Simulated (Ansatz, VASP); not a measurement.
**One calculation of YTl, two programs**

File INCAR:

```
SYSTEM = YTl
ALGO = Normal
EDIFF = 1E-7
ENCUT = 520
GGA = CA
ISIF = 2
ISMEAR = -1
LASPH = .TRUE.
LCHARG = .TRUE.
LELF = .TRUE.
LREAL = .FALSE.
LVHAR = .TRUE.
LWAVE = .FALSE.
NBANDS = 19
NELM = 60
PREC = Accurate
SIGMA = 0.08
```

The input KPOINTS:

```
k-points
0
G
  11 11 11
  0 0 0
```

POSCAR

```
YTl
1.0
    3.6744274938      0.0000000000      0.0000000000
    0.0000000000      3.6744274938      0.0000000000
    0.0000000000      0.0000000000      3.6744274938
Y Tl
1 1
Direct
    0.5000000000      0.5000000000      0.5000000000
    0.0000000000      0.0000000000      0.0000000000
```

Input for Ansatz:

```yaml
crystal:
  lattice:
    - [3.6744274938, 0.0, 0.0]
    - [0.0, 3.6744274938, 0.0]
    - [0.0, 0.0, 3.6744274938]
  atoms:
    - { symbol: "Y", position: [0.5, 0.5, 0.5] }
    - { symbol: Tl, position: [0.0, 0.0, 0.0] }
kpoints:
  mp_grid: { grid: [11, 11, 11] }
  band_path:
    path:
      - [0.0, 0.0, 0.0]
      - [0.0, 0.5, 0.0]
      - [0.5, 0.5, 0.0]
      - [0.0, 0.0, 0.0]
      - [0.5, 0.5, 0.5]
      - [0.0, 0.5, 0.0]
      - [0.5, 0.5, 0.5]
      - [0.5, 0.5, 0.0]
    npoints: 5
scf:
  occupations: { method: fermi_dirac, width: 0.08 }
hamiltonian:
  xc: lda
  pseudopotentials: { kind: all_electron, lapw: { basis_error: 0.00025 } }
output:
  forces: true
  stress: true
  eigenvalues: true
```

Change from the starting cell: volume scaled by 0.94.

Alike in both runs: task single point; functional LDA; k mesh 11 × 11 × 11; occupations fermi-dirac, width 0.08 eV; no spin polarisation.

|  | VASP | Ansatz |
| --- | --- | --- |
| version | VASP 6.6.1 | Ansatz 0.2.0 |
| potentials or method | VASP PAW LDA potentials, release 64 (Y_sv, Tl_d), cutoff 520 eV | all-electron LAPW, scalar-relativistic |

|  | VASP | Ansatz | Ansatz less VASP |
| --- | --- | --- | --- |
| pressure (GPa) | 1.1 | 1.1 | -0.09 |

LDA's correlation is that of Perdew and Zunger in VASP and of Perdew and Wang (1992) in Ansatz. Ansatz ran all-electron here, and VASP with PAW potentials.

Neither program's run includes spin-orbit coupling.
